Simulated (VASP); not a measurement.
Write the native input for VASP 6.6.1 that does the following.

```
Task                   : single point
Functional             : PBE
Potentials or basis    : VASP PAW PBE potentials, release 64 (Li_sv, Cl)
Cutoff                 : 520 eV
k mesh                 : 2 × 2 × 2, shifted
Occupations            : gaussian, width 0.1 eV
Spin                   : no spin polarisation
Dipole correction      : no
Further INCAR settings : LREAL = Auto; ALGO = Normal; EDIFF = 1e-06; NBANDS = 54; ISYM = 0
```

The structure of LiCl lies in POSCAR:

```
LiCl
1.0
    5.1295200000      0.0000000000     -5.1295200000
    0.0000000000      5.1295200000     -5.1295200000
    5.1295200000      5.1295200000      0.0000000000
Li Cl
8 8
Direct
    0.5000000000      0.5000000000      0.0000000000
    0.5000000000      0.5000000000      0.5000000000
    0.5000000000      0.0000000000      0.0000000000
    0.5000000000      0.0000000000      0.5000000000
    0.0000000000      0.5000000000      0.0000000000
    0.0000000000      0.5000000000      0.5000000000
    0.0000000000      0.0000000000      0.0000000000
    0.0000000000      0.0000000000      0.5000000000
    0.2500000000      0.2500000000      0.7500000000
    0.2500000000      0.2500000000      0.2500000000
    0.2500000000      0.7500000000      0.7500000000
    0.2500000000      0.7500000000      0.2500000000
    0.7500000000      0.2500000000      0.7500000000
    0.7500000000      0.2500000000      0.2500000000
    0.7500000000      0.7500000000      0.7500000000
    0.7500000000      0.7500000000      0.2500000000
```

These files were run (other wordings do the same):

INCAR

```
PREC = Accurate
ENCUT = 520
EDIFF = 1E-6
ISMEAR = 0
SIGMA = 0.1
LREAL = Auto
LASPH = True
NELM = 80
ALGO = Normal
ISIF = 2
LWAVE = False
LCHARG = True
GGA = PE
LELF = True
LVHAR = True
ISYM = 0
NBANDS = 54
```

KPOINTS

```
Automatic mesh
0
Gamma
  2 2 2
  0.5 0.5 0.5
```

Potentials or basis: VASP PAW PBE potentials, release 64 (Li_sv, Cl).

Command:

```sh
$ cat potpaw_PBE.64/Li_sv/POTCAR potpaw_PBE.64/Cl/POTCAR > POTCAR
$ mpirun -np 1 vasp_std > vasp.out
```

Results of the run:

The band gap on the k mesh is 6.84 eV.

Caveat: a shifted mesh leaves out Γ, where band edges can lie.

Wall time 8.4 min on 1 thread of AMD EPYC 7R13 (shared host), peak memory 0.41 GiB.
